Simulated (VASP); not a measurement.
# HfGa2Te3 (P6/mmm) in VASP: further runs

HfGa2Te3 is run at these levels: PBE; tasks: single point, relaxation of cell and atoms.

All numbers are computed with VASP 6.6.1; they aren't measurements. Logs are shortened: lines on timing, memory, paths and dates and some standing lists are left out, and cuts for length are marked.

## Step 1: The cell of the first run

The structure is hexagonal, space group P6/mmm (No. 191). Conventional cell: a = 6.743 Å, b = 6.743 Å, c = 3.907 Å, α = 90.00°, β = 90.00°, γ = 120.00°. Within 5.1 Å of Hf (site symmetry 6/mmm) lie 6 Ga at 3.89 Å and 12 Te at 3.90 Å and 2 Hf at 3.91 Å. Ga (site symmetry -6m2) has 6 Te at 2.76 Å within 3.6 Å. Te (site symmetry mmm) has 4 Ga at 2.76 Å and 4 Te at 3.37 Å within 3.6 Å.

The cell was generated, and may not be a known phase.

## Step 2: Single point, PBE

INCAR reads:

```
SYSTEM = HfGa2Te3
  PREC = Accurate
  ENCUT = 520
  EDIFF = 1E-6
  ISMEAR = 0
  SIGMA = 0.1
  LREAL = .False.
  LASPH = .True.
  NELM = 60
  ALGO = Normal
  ISIF = 2
  LWAVE = .False.
  LCHARG = .True.
  GGA = PE
  LELF = .True.
  LVHAR = .True.
  NBANDS = 36
```

KPOINTS reads:

```
regular mesh
0
Gamma
  3 3 4
  0 0 0
```

POSCAR reads:

```
HfGa2Te3
1.0
    6.7428244900      0.0000000000      0.0000000000
   -3.3714122400      5.8394573000      0.0000000000
    0.0000000000      0.0000000000      3.9069857800
Hf Ga Te
1 2 3
Direct
    0.0000000000      0.0000000000      0.5000000000
    0.6666666700      0.3333333300      0.5000000000
    0.3333333300      0.6666666700      0.5000000000
    0.0000000000      0.5000000000      0.0000000000
    0.5000000000      0.5000000000      0.0000000000
    0.5000000000      0.0000000000      0.0000000000
```

Potentials or basis: VASP PAW PBE potentials, release 64 (Hf_pv, Ga_d, Te).

Launch:

```
cat potpaw_PBE.64/Hf_pv/POTCAR potpaw_PBE.64/Ga_d/POTCAR potpaw_PBE.64/Te/POTCAR > POTCAR
mpirun -np 1 vasp_std > vasp.out
```

OUTCAR:

```text
SYSTEM = HfGa2Te3
   PREC = Accurate
   ENCUT = 520
   EDIFF = 1E-6
   ISMEAR = 0
   LREAL = .False.
   LASPH = .True.
   NELM = 60
   ISIF = 2
   GGA = PE

 ion  position               nearest neighbor table
   1  0.000  0.000  0.500-
   2  0.667  0.333  0.500-   6 2.76   6 2.76   4 2.76   4 2.76   5 2.76   5 2.76
   3  0.333  0.667  0.500-   6 2.76   6 2.76   4 2.76   4 2.76   5 2.76   5 2.76
   4  0.000  0.500  0.000-   2 2.76   3 2.76   2 2.76   3 2.76   5 3.37   5 3.37   6 3.37   6 3.37

   5  0.500  0.500  0.000-   2 2.76   3 2.76   2 2.76   3 2.76   6 3.37   6 3.37   4 3.37   4 3.37

   6  0.500  0.000  0.000-   2 2.76   3 2.76   2 2.76   3 2.76   5 3.37   5 3.37   4 3.37   4 3.37

  LATTYP: Found a hexagonal cell.
 ALAT       =     6.7428244900
 C/A-ratio  =     0.5794286631

  Lattice vectors:

 A1 = (   6.7428244900,   0.0000000000,   0.0000000000)
 A2 = (  -3.3714122400,   5.8394573000,   0.0000000000)
 A3 = (   0.0000000000,   0.0000000000,   3.9069857800)

Analysis of symmetry for initial positions (statically):
=====================================================================
 Subroutine PRICEL returns:
 Original cell was already a primitive cell.

 Routine SETGRP: Setting up the symmetry group for a
 hexagonal supercell.

 Subroutine GETGRP returns: Found 24 space group operations
 (whereof 24 operations were pure point group operations)
 out of a pool of 24 trial point group operations.

The static configuration has the point symmetry D_6h.

Analysis of symmetry for dynamics (positions and initial velocities):
=====================================================================
 Subroutine PRICEL returns:
 Original cell was already a primitive cell.

 Routine SETGRP: Setting up the symmetry group for a
 hexagonal supercell.

 Subroutine GETGRP returns: Found 24 space group operations
 (whereof 24 operations were pure point group operations)
 out of a pool of 24 trial point group operations.

The dynamic configuration has the point symmetry D_6h.

 Subroutine INISYM returns: Found 24 space group operations
 (whereof 24 operations are pure point group operations),
 and found     1 'primitive' translations

----------------------------------------------------------------------------------------

                                     Primitive cell

  volume of cell :     153.8354

  direct lattice vectors                    reciprocal lattice vectors
     6.742824490  0.000000000  0.000000000     0.148305803  0.085624395  0.000000000
    -3.371412240  5.839457300  0.000000000     0.000000000  0.171248791  0.000000000
     0.000000000  0.000000000  3.906985780     0.000000000  0.000000000  0.255951789

  length of vectors
     6.742824490  6.742824486  3.906985780     0.171248790  0.171248791  0.255951789

  position of ions in fractional coordinates (direct lattice)
     0.000000000  0.000000000  0.500000000
     0.666666670  0.333333330  0.500000000
     0.333333330  0.666666670  0.500000000
     1.000000000  0.500000000  0.000000000
     0.500000000  0.500000000  0.000000000
     0.500000000  0.000000000  0.000000000

  ion indices of the primitive-cell ions
   primitive index   ion index
                 1           1
                 2           2
                 3           3
                 4           4
                 5           5
                 6           6

----------------------------------------------------------------------------------------

 KPOINTS: regular mesh

Automatic generation of k-mesh.
 Grid dimensions read from file:
 generate k-points for:    3    3    4

 Generating k-lattice:

  Cartesian coordinates                     Fractional coordinates (reciprocal lattice)
     0.049435268  0.028541465  0.000000000     0.333333333  0.000000000  0.000000000
     0.000000000  0.057082930  0.000000000     0.000000000  0.333333333  0.000000000
     0.000000000  0.000000000  0.063987947     0.000000000  0.000000000  0.250000000

  Length of vectors
     0.057082930  0.057082930  0.063987947

  Shift w.r.t. Gamma in fractional coordinates (k-lattice)
     0.000000000  0.000000000  0.000000000

 Subroutine IBZKPT returns following result:
 ===========================================

 Found      9 irreducible k-points:

 Following reciprocal coordinates:
            Coordinates               Weight
  0.000000  0.000000  0.000000      1.000000
  0.333333 -0.000000  0.000000      6.000000
  0.333333  0.333333  0.000000      2.000000
  0.000000  0.000000  0.250000      2.000000
  0.333333 -0.000000  0.250000     12.000000
  0.333333  0.333333  0.250000      4.000000
  0.000000  0.000000  0.500000      1.000000
  0.333333 -0.000000  0.500000      6.000000
  0.333333  0.333333  0.500000      2.000000
   k-points           NKPTS =      9   k-points in BZ     NKDIM =      9   number of bands    NBANDS=     36
   number of dos      NEDOS =    301   number of ions     NIONS =      6
   total plane-waves  NPLWV =  75000
   dimension x,y,z NGX =    50 NGY =   50 NGZ =   30
   dimension x,y,z NGXF=   100 NGYF=  100 NGZF=   60
   ions per type =               1   2   3
   NGX,Y,Z   is equivalent  to a cutoff of  12.33, 12.33, 12.77 a.u.
   NGXF,Y,Z  is equivalent  to a cutoff of  24.66, 24.66, 25.53 a.u.
 SYSTEM =  HfGa2Te3
   PREC   = accura    normal or accurate (medium, high low for compatibility)
   ISTART =      0    job   : 0-new  1-cont  2-samecut
   ICHARG =      2    charge: 1-file 2-atom 10-const
   ISPIN  =      1    spin polarized calculation?
   LNONCOLLINEAR =      F non collinear calculations
   LSORBIT =      F    spin-orbit coupling
   LASPH  =      T    aspherical Exc in radial PAW
   ENCUT  =  520.0 eV  38.22 Ry    6.18 a.u.  12.54 12.54  7.26*2*pi/ulx,y,z
   NELM   =     60;   NELMIN=  2; NELMDL= -5     # of ELM steps
   EDIFF  = 0.1E-05   stopping-criterion for ELM
   LREAL  =      F    real-space projection
   EDIFFG = 0.1E-04   stopping-criterion for IOM
   NSW    =      0    number of steps for IOM
   IBRION =     -1    ionic relax: 0-MD 1-quasi-New 2-CG
   NFREE  =      0    steps in history (QN), initial steepest desc. (CG)
   ISIF   =      2    stress and relaxation
   ISYM   =      2    0-nonsym 1-usesym 2-fastsym
   POTIM  = 0.5000    time-step for ionic-motion
   TEBEG  =    0.0;   TEEND  =   0.0 temperature during run
   PSTRESS=    0.0 pullay stress
   NELECT =      54.0000    total number of electrons
   NUPDOWN=      -1.0000    fix difference up-down
   EMIN   =  10.00;   EMAX   =-10.00  energy-range for DOS
   EFERMI =   0.00;   METHOD = LEGACY
   ISMEAR =     0;   SIGMA  =   0.10  broadening in eV -4-tet -1-fermi 0-gaus
   EFERMI_NEDOS =   21; number of points for ismear=-14 and -15
   IALGO  =     38    algorithm
   IMIX   =      4    mixing-type and parameters
     AMIX     =   0.40;   BMIX     =  1.00
     AMIX_MAG =   1.60;   BMIX_MAG =  1.00
  volume/ion in A,a.u.               =      25.64       173.02
  Fermi-wavevector in a.u.,A,eV,Ry     =   1.154837  2.182326 18.145390  1.333649
  Thomas-Fermi vector in A             =   2.291470
   LORBIT       =      0    0 simple, 1 ext, 2 COOP (PROOUT), +10 PAW based schemes
   GGA     = PE    functional components
   LHFCALC =     F    Hartree Fock is set to
   AEXX    =    0.0000 exact exchange contribution
   IVDW    =     0    specifies the selected vdW correction
   LEPSILON=     F    determine dielectric tensor
   LRPA    =     F    only Hartree local field effects (RPA)
 non-spin polarized calculation
 Gauss-broadening in eV      SIGMA  =   0.10
  energy-cutoff  :      520.00
  volume of cell :      153.84
 maximum number of plane-waves:      4162
 NGX is ok and might be reduce to    50
   NGX = 25   NGY = 25   NGZ = 15

 number of electron      54.0000001 magnetization

 Free energy of the ion-electron system (eV)
  ---------------------------------------------------
  ext. energy  EPLUGINS =         0.00000000
  ---------------------------------------------------
  free energy    TOTEN  =       -21.01645605 eV

  energy without entropy =      -20.96459356  energy(sigma->0) =      -20.99052481

 E-fermi :   6.7104     XC(G=0): -10.1707

 val. band max:        6.6643607846   @ k =   0.3333   0.3333   0.2500
 cond. band min:       6.7482456995   @ k =   0.3333  -0.0000   0.2500
 fundamental gap:      0.0838849150
 Fermi energy:         6.7103829528

 k-point     1 :       0.0000    0.0000    0.0000
  band No.  band energies     occupation
      1     -26.1691      2.00000
      2     -26.1691      2.00000
      3     -26.0514      2.00000
      4      -8.3823      2.00000
      5      -8.3179      2.00000
      6      -8.3143      2.00000
[... 28 lines left out ...]
     35       9.7628      0.00000
     36       9.7628      0.00000

 k-point     2 :       0.3333   -0.0000    0.0000
  band No.  band energies     occupation
      1     -26.1691      2.00000
      2     -26.1691      2.00000
      3     -26.0514      2.00000
      4      -8.3643      2.00000
      5      -8.3291      2.00000
      6      -8.3146      2.00000
[... 28 lines left out ...]
     35       9.6889      0.00000
     36       9.8676      0.00000

 k-point     3 :       0.3333    0.3333    0.0000
  band No.  band energies     occupation
      1     -26.1691      2.00000
      2     -26.1691      2.00000
      3     -26.0515      2.00000
      4      -8.3450      2.00000
      5      -8.3450      2.00000
      6      -8.3149      2.00000
[... 28 lines left out ...]
     35       9.9811      0.00000
     36       9.9811      0.00000

 k-point     4 :       0.0000    0.0000    0.2500
  band No.  band energies     occupation
      1     -26.1675      2.00000
      2     -26.1675      2.00000
      3     -26.0699      2.00000
      4      -8.3697      2.00000
      5      -8.3697      2.00000
      6      -8.3139      2.00000
[... 28 lines left out ...]
     35       9.0999      0.00000
     36      11.1115      0.00000

 k-point     5 :       0.3333   -0.0000    0.2500
  band No.  band energies     occupation
      1     -26.1676      2.00000
      2     -26.1675      2.00000
      3     -26.0699      2.00000
      4      -8.3714      2.00000
      5      -8.3626      2.00000
      6      -8.3311      2.00000
[... 28 lines left out ...]
     35       9.7644      0.00000
     36      10.3783      0.00000

 k-point     6 :       0.3333    0.3333    0.2500
  band No.  band energies     occupation
      1     -26.1676      2.00000
      2     -26.1676      2.00000
      3     -26.0699      2.00000
      4      -8.3731      2.00000
      5      -8.3485      2.00000
      6      -8.3485      2.00000
[... 28 lines left out ...]
     35      10.3671      0.00000
     36      10.6481      0.00000

 k-point     7 :       0.0000    0.0000    0.5000
  band No.  band energies     occupation
      1     -26.1660      2.00000
      2     -26.1660      2.00000
      3     -26.0883      2.00000
      4      -8.4109      2.00000
      5      -8.4109      2.00000
      6      -8.3225      2.00000
[... 28 lines left out ...]
     35       9.0638      0.00000
     36      10.6190      0.00000

 k-point     8 :       0.3333   -0.0000    0.5000
  band No.  band energies     occupation
      1     -26.1660      2.00000
      2     -26.1660      2.00000
      3     -26.0883      2.00000
      4      -8.4145      2.00000
      5      -8.4003      2.00000
      6      -8.3472      2.00000
[... 28 lines left out ...]
     35       9.0925      0.00000
     36      10.0409      0.00000

 k-point     9 :       0.3333    0.3333    0.5000
  band No.  band energies     occupation
      1     -26.1660      2.00000
      2     -26.1660      2.00000
      3     -26.0883      2.00000
      4      -8.4179      2.00000
      5      -8.3767      2.00000
      6      -8.3767      2.00000
[... 28 lines left out ...]
     35       9.7323      0.00000
     36      10.8125      0.00000

------------------------ aborting loop because EDIFF is reached ----------------------------------------

  FORCE on cell =-STRESS in cart. coord.  units (eV):
  Direction    XX          YY          ZZ          XY          YZ          ZX
  --------------------------------------------------------------------------------------
  -------------------------------------------------------------------------------------
  Total        3.6123747      3.6123747      7.0381854      0.0000000      0.0000000      0.0000000
  in kB       37.6224615     37.6224615     73.3018803      0.0000000      0.0000000      0.0000000
  external PRESSURE =      49.5156011 kB  Pullay stress =       0.0000000 kB

 VOLUME and BASIS-vectors are now :
 -----------------------------------------------------------------------------
  energy-cutoff  :      520.00
  volume of cell :      153.84
      direct lattice vectors                 reciprocal lattice vectors
     6.742824490  0.000000000  0.000000000     0.148305803  0.085624395  0.000000000
    -3.371412240  5.839457300  0.000000000     0.000000000  0.171248791  0.000000000
     0.000000000  0.000000000  3.906985780     0.000000000  0.000000000  0.255951789

 POSITION                                       TOTAL-FORCE (eV/Angst)
 -----------------------------------------------------------------------------------
      0.00000      0.00000      1.95349        -0.000000      0.000000      0.000000
      3.37141      1.94649      1.95349        -0.000000      0.000000      0.000000
     -0.00000      3.89297      1.95349         0.000000     -0.000000      0.000000
     -1.68571      2.91973      0.00000        -0.000000      0.000000      0.000000
      1.68571      2.91973      0.00000        -0.000000      0.000000      0.000000
      3.37141      0.00000      0.00000        -0.000000      0.000000      0.000000
 -----------------------------------------------------------------------------------
    total drift:                               -0.000000      0.000000      0.000000

  FREE ENERGIE OF THE ION-ELECTRON SYSTEM (eV)
  ---------------------------------------------------
  free  energy   TOTEN  =       -21.0164560498 eV

  energy  without entropy=      -20.9645935627  energy(sigma->0) =      -20.99052481
```

It took 43 s on 1 thread of Intel Xeon 6975P-C (Granite Rapids), shared host; peak memory 0.28 GiB.

What came out:

```yaml
Free_energy: -21.0165 eV
Pressure: 5.0 GPa
Band_gap_on_the_k_mesh: zero (bands 27 and 28 overlap by 0.97 eV)
```

Levels at points of the mesh, in eV from the Fermi level:
```tsv
k point	band 23	band 24	band 25	band 26	band 27	band 28	band 29	band 30	band 31	band 32
(0.00, 0.00, 0.00)	-0.71	-0.71	-0.21	-0.21	0.04	0.09	0.13	0.13	0.99	0.99
(0.00, 0.00, 0.50)	-4.21	-0.29	-0.21	-0.21	0.34	0.34	0.40	0.62	0.93	0.93
```

Caveat: the k points lie up to 0.40 Å⁻¹ apart, too coarse for converged energies and pressures of a metal; spin-orbit coupling is left out, which moves the levels of the heavy elements.

(Part 1 of 2 ends here.)

The gap in the log of VASP goes by the Fermi energy; the results here count the filled bands.